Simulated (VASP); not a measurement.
# Pb (Pm-3m) in VASP: further runs

Runs on Pb. Level: revPBE. Tasks: single point.

Everything below comes from runs of VASP 6.6.1. Logs are shortened: lines on timing, memory, paths and dates and some standing lists are left out, and cuts for length are marked.

## Step 1: The cell of the first run

It takes space group Pm-3m (No. 221, cubic). Conventional cell: a = 3.148 Å, b = 3.148 Å, c = 3.148 Å, α = 90.00°, β = 90.00°, γ = 90.00°. Pb (site symmetry m-3m) has 6 Pb at 3.15 Å within 4.1 Å.

## Step 2: Single point, revPBE (volume scaled by 0.88)

INCAR

```
PREC = Accurate
ENCUT = 520
EDIFF = 1E-6
ISMEAR = -1
SIGMA = 0.1
LREAL = F
LASPH = T
NELM = 100
ALGO = Normal
ISIF = 2
LWAVE = F
LCHARG = T
GGA = RE
LELF = T
LVHAR = T
NBANDS = 13
```

KPOINTS

```
Automatic mesh
0
Gamma
  11 11 11
```

POSCAR

```
Pb
1.0
    3.1477572804      0.0000000000      0.0000000000
    0.0000000000      3.1477572804      0.0000000000
    0.0000000000      0.0000000000      3.1477572804
Pb
1
Direct
    0.0000000000      0.0000000000      0.0000000000
```

Potentials or basis: VASP PAW PBE potentials, release 64 (Pb_d).

Started as:

```console
> cat potpaw_PBE.64/Pb_d/POTCAR > POTCAR
> mpirun -np 1 vasp_std > vasp.out
```

OUTCAR:

```text
PREC = Accurate
   ENCUT = 520
   EDIFF = 1E-6
   ISMEAR = -1
   LREAL = F
   LASPH = T
   NELM = 100
   ISIF = 2
   GGA = RE

 ion  position               nearest neighbor table
   1  0.000  0.000  0.000-

  LATTYP: Found a simple cubic cell.
 ALAT       =     3.1477572804

  Lattice vectors:

 A1 = (   3.1477572804,   0.0000000000,   0.0000000000)
 A2 = (   0.0000000000,   3.1477572804,   0.0000000000)
 A3 = (   0.0000000000,   0.0000000000,   3.1477572804)

Analysis of symmetry for initial positions (statically):
=====================================================================
 Subroutine PRICEL returns:
 Original cell was already a primitive cell.

 Routine SETGRP: Setting up the symmetry group for a
 simple cubic supercell.

 Subroutine GETGRP returns: Found 48 space group operations
 (whereof 48 operations were pure point group operations)
 out of a pool of 48 trial point group operations.

The static configuration has the point symmetry O_h .

Analysis of symmetry for dynamics (positions and initial velocities):
=====================================================================
 Subroutine PRICEL returns:
 Original cell was already a primitive cell.

 Routine SETGRP: Setting up the symmetry group for a
 simple cubic supercell.

 Subroutine GETGRP returns: Found 48 space group operations
 (whereof 48 operations were pure point group operations)
 out of a pool of 48 trial point group operations.

The dynamic configuration has the point symmetry O_h .

 Subroutine INISYM returns: Found 48 space group operations
 (whereof 48 operations are pure point group operations),
 and found     1 'primitive' translations

----------------------------------------------------------------------------------------

                                     Primitive cell

  volume of cell :      31.1892

  direct lattice vectors                    reciprocal lattice vectors
     3.147757280  0.000000000  0.000000000     0.317686502  0.000000000  0.000000000
     0.000000000  3.147757280  0.000000000     0.000000000  0.317686502  0.000000000
     0.000000000  0.000000000  3.147757280     0.000000000  0.000000000  0.317686502

  length of vectors
     3.147757280  3.147757280  3.147757280     0.317686502  0.317686502  0.317686502

  position of ions in fractional coordinates (direct lattice)
     0.000000000  0.000000000  0.000000000

  ion indices of the primitive-cell ions
   primitive index   ion index
                 1           1

----------------------------------------------------------------------------------------

 KPOINTS: Automatic mesh

Automatic generation of k-mesh.
 Grid dimensions read from file:
 generate k-points for:   11   11   11

 Generating k-lattice:

  Cartesian coordinates                     Fractional coordinates (reciprocal lattice)
     0.028880591  0.000000000  0.000000000     0.090909091  0.000000000  0.000000000
     0.000000000  0.028880591  0.000000000     0.000000000  0.090909091  0.000000000
     0.000000000  0.000000000  0.028880591     0.000000000  0.000000000  0.090909091

  Length of vectors
     0.028880591  0.028880591  0.028880591

  Shift w.r.t. Gamma in fractional coordinates (k-lattice)
     0.000000000  0.000000000  0.000000000

 Subroutine IBZKPT returns following result:
 ===========================================

 Found     56 irreducible k-points:

 Following reciprocal coordinates:
            Coordinates               Weight
  0.000000  0.000000  0.000000      1.000000
  0.090909  0.000000  0.000000      6.000000
  0.181818  0.000000  0.000000      6.000000
  0.272727  0.000000  0.000000      6.000000
  0.363636  0.000000  0.000000      6.000000
  0.454545  0.000000  0.000000      6.000000
[... 16 lines left out ...]
  0.181818  0.090909  0.090909     24.000000
  0.272727  0.090909  0.090909     24.000000
 [... further k-points ...]
   k-points           NKPTS =     56   k-points in BZ     NKDIM =     56   number of bands    NBANDS=     13
   number of dos      NEDOS =    301   number of ions     NIONS =      1
   total plane-waves  NPLWV =  13824
   dimension x,y,z NGX =    24 NGY =   24 NGZ =   24
   dimension x,y,z NGXF=    48 NGYF=   48 NGZF=   48
   ions per type =               1
   NGX,Y,Z   is equivalent  to a cutoff of  12.68, 12.68, 12.68 a.u.
   NGXF,Y,Z  is equivalent  to a cutoff of  25.35, 25.35, 25.35 a.u.
 SYSTEM =  unknown system
   PREC   = accura    normal or accurate (medium, high low for compatibility)
   ISTART =      0    job   : 0-new  1-cont  2-samecut
   ICHARG =      2    charge: 1-file 2-atom 10-const
   ISPIN  =      1    spin polarized calculation?
   LNONCOLLINEAR =      F non collinear calculations
   LSORBIT =      F    spin-orbit coupling
   LASPH  =      T    aspherical Exc in radial PAW
   ENCUT  =  520.0 eV  38.22 Ry    6.18 a.u.   5.85  5.85  5.85*2*pi/ulx,y,z
   NELM   =    100;   NELMIN=  2; NELMDL= -5     # of ELM steps
   EDIFF  = 0.1E-05   stopping-criterion for ELM
   LREAL  =      F    real-space projection
   EDIFFG = 0.1E-04   stopping-criterion for IOM
   NSW    =      0    number of steps for IOM
   IBRION =     -1    ionic relax: 0-MD 1-quasi-New 2-CG
   NFREE  =      0    steps in history (QN), initial steepest desc. (CG)
   ISIF   =      2    stress and relaxation
   ISYM   =      2    0-nonsym 1-usesym 2-fastsym
   POTIM  = 0.5000    time-step for ionic-motion
   TEBEG  =    0.0;   TEEND  =   0.0 temperature during run
   PSTRESS=    0.0 pullay stress
   NELECT =      14.0000    total number of electrons
   NUPDOWN=      -1.0000    fix difference up-down
   EMIN   =  10.00;   EMAX   =-10.00  energy-range for DOS
   EFERMI =   0.00;   METHOD = LEGACY
   ISMEAR =    -1;   SIGMA  =   0.10  broadening in eV -4-tet -1-fermi 0-gaus
   EFERMI_NEDOS =   21; number of points for ismear=-14 and -15
   IALGO  =     38    algorithm
   IMIX   =      4    mixing-type and parameters
     AMIX     =   0.40;   BMIX     =  1.00
     AMIX_MAG =   1.60;   BMIX_MAG =  1.00
  volume/ion in A,a.u.               =      31.19       210.47
  Fermi-wavevector in a.u.,A,eV,Ry     =   1.253477  2.368728 21.377527  1.571204
  Thomas-Fermi vector in A             =   2.387328
   LORBIT       =      0    0 simple, 1 ext, 2 COOP (PROOUT), +10 PAW based schemes
   GGA     = RE    functional components
   LHFCALC =     F    Hartree Fock is set to
   AEXX    =    0.0000 exact exchange contribution
   IVDW    =     0    specifies the selected vdW correction
   LEPSILON=     F    determine dielectric tensor
   LRPA    =     F    only Hartree local field effects (RPA)
 non-spin polarized calculation
  energy-cutoff  :      520.00
  volume of cell :       31.19
 maximum number of plane-waves:       855
 NGX is ok and might be reduce to    24
   NGX = 11   NGY = 11   NGZ = 11

 number of electron      13.9999994 magnetization

 Free energy of the ion-electron system (eV)
  ---------------------------------------------------
  ext. energy  EPLUGINS =         0.00000000
  ---------------------------------------------------
  free energy    TOTEN  =        -2.99268120 eV

  energy without entropy =       -2.97117856  energy(sigma->0) =       -2.98192988

 E-fermi :   6.7843     XC(G=0):  -9.8699

 val. band max:        6.7487099858   @ k =   0.3636   0.3636   0.2727
 cond. band min:       6.8420566411   @ k =   0.4545   0.3636   0.1818
 fundamental gap:      0.0933466553
 Fermi energy:         6.7843110422

 k-point     1 :       0.0000    0.0000    0.0000
  band No.  band energies     occupation
      1     -10.5665      2.00000
      2     -10.5665      2.00000
      3      -9.8559      2.00000
      4      -9.8559      2.00000
      5      -9.8559      2.00000
      6      -4.8708      2.00000
      7      12.0546      0.00000
      8      12.0546      0.00000
      9      12.0546      0.00000
     10      15.2063      0.00000
     11      16.5283      0.00000
     12      16.5283      0.00000
     13      25.2224      0.00000

 k-point     2 :       0.0909    0.0000    0.0000
  band No.  band energies     occupation
      1     -10.5634      2.00000
      2     -10.5249      2.00000
      3      -9.8715      2.00000
      4      -9.8715      2.00000
      5      -9.8545      2.00000
      6      -4.7447      2.00000
      7      10.5616      0.00000
      8      12.2037      0.00000
      9      12.2037      0.00000
     10      15.6498      0.00000
     11      16.5872      0.00000
     12      17.8301      0.00000
     13      24.5050      0.00000

 k-point     3 :       0.1818    0.0000    0.0000
  band No.  band energies     occupation
      1     -10.5550      2.00000
      2     -10.4145      2.00000
      3      -9.9131      2.00000
      4      -9.9131      2.00000
      5      -9.8511      2.00000
      6      -4.3661      2.00000
      7       8.1975      0.00000
      8      12.6317      0.00000
      9      12.6317      0.00000
     10      15.9871      0.00000
     11      16.7641      0.00000
     12      20.6148      0.00000
     13      23.1376      0.00000
[... 305 lines left out ...]
 k-point    23 :       0.1818    0.0909    0.0909
  band No.  band energies     occupation
      1     -10.4906      2.00000
      2     -10.3852      2.00000
      3      -9.9309      2.00000
      4      -9.9281      2.00000
      5      -9.8825      2.00000
      6      -4.1171      2.00000
      7       8.4653      0.00000
      8      11.1563      0.00000
      9      11.3588      0.00000
     10      17.9094      0.00000
     11      18.2343      0.00000
     12      20.6213      0.00000
     13      21.8692      0.00000

 k-point    24 :       0.2727    0.0909    0.0909
  band No.  band energies     occupation
      1     -10.4798      2.00000
      2     -10.2391      2.00000
      3      -9.9871      2.00000
      4      -9.9835      2.00000
      5      -9.8775      2.00000
      6      -3.5008      2.00000
      7       6.1913      1.99470
      8      11.7751      0.00000
      9      11.9814      0.00000
     10      18.0662      0.00000
     11      18.2442      0.00000
     12      20.6585      0.00000
     13      20.6739      0.00000

 [... further k-points ...]

------------------------ aborting loop because EDIFF is reached ----------------------------------------

  FORCE on cell =-STRESS in cart. coord.  units (eV):
  Direction    XX          YY          ZZ          XY          YZ          ZX
  --------------------------------------------------------------------------------------
  -------------------------------------------------------------------------------------
  Total        1.1023900      1.1023900      1.1023900      0.0000000     -0.0000000     -0.0000000
  in kB       56.6294238     56.6294238     56.6294238      0.0000000     -0.0000000     -0.0000000
  external PRESSURE =      56.6294238 kB  Pullay stress =       0.0000000 kB

 VOLUME and BASIS-vectors are now :
 -----------------------------------------------------------------------------
  energy-cutoff  :      520.00
  volume of cell :       31.19
      direct lattice vectors                 reciprocal lattice vectors
     3.147757280  0.000000000  0.000000000     0.317686502  0.000000000  0.000000000
     0.000000000  3.147757280  0.000000000     0.000000000  0.317686502  0.000000000
     0.000000000  0.000000000  3.147757280     0.000000000  0.000000000  0.317686502

 POSITION                                       TOTAL-FORCE (eV/Angst)
 -----------------------------------------------------------------------------------
      0.00000      0.00000      0.00000         0.000000      0.000000      0.000000
 -----------------------------------------------------------------------------------
    total drift:                               -0.000000     -0.000000     -0.000000

  FREE ENERGIE OF THE ION-ELECTRON SYSTEM (eV)
  ---------------------------------------------------
  free  energy   TOTEN  =        -2.9926811952 eV

  energy  without entropy=       -2.9711785611  energy(sigma->0) =       -2.98192988
```

Run time: 9.5 s. Hardware: 1 thread of AMD EPYC 7R13 (Zen 3), shared host; peak memory 0.12 GiB.

Results:

| Item | Value |
| --- | --- |
| Free energy | -2.9927 eV |
| Pressure | 5.7 GPa |
| Band gap on the k mesh | zero (band 7 reaches 12.05 eV, above the bottom of band 8 at 5.00 eV) |

Levels at points of the mesh, in eV from the Fermi level:
```csv
k point,band 5,band 6,band 7,band 8,band 9,band 10
"(0.00, 0.00, 0.00)",-16.64,-11.66,5.27,5.27,5.27,8.42
```

Caveat: the PAW data sets were made with another functional, which shifts forces and pressure a little; spin-orbit coupling is left out, which moves the levels of the heavy elements.

(Continued in part 2 of 2.)
